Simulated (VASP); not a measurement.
Here is a VASP 6.6.1 calculation.

Contents of INCAR:

```
PREC = Accurate
ENCUT = 520
EDIFF = 1E-6
ISMEAR = -1
SIGMA = 0.02
LREAL = F
LASPH = T
NELM = 60
ALGO = Normal
ISIF = 2
LWAVE = F
LCHARG = T
GGA = PE
LELF = T
LVHAR = T
NBANDS = 14
```

File KPOINTS:

```
regular mesh
0
Gamma
  8 8 8
```

The input POSCAR:

```
NaCl
1.0
    0.0000000000      2.8026988303      2.8026988303
    2.8026988303      0.0000000000      2.8026988303
    2.8026988303      2.8026988303      0.0000000000
Na Cl
1 1
Direct
    0.0000000000      0.0000000000      0.0000000000
    0.5000000000      0.5000000000      0.5000000000
```

Potentials or basis: VASP PAW PBE potentials, release 64 (Na_pv, Cl).

Run with:

```bash
$ cat potpaw_PBE.64/Na_pv/POTCAR potpaw_PBE.64/Cl/POTCAR > POTCAR
$ mpirun -np 1 vasp_std > vasp.out
```

(1) Predict the band gap on the k mesh.

(2) Predict the pressure.

Results:

(1) 5.18 eV.

(2) 1.2 GPa.
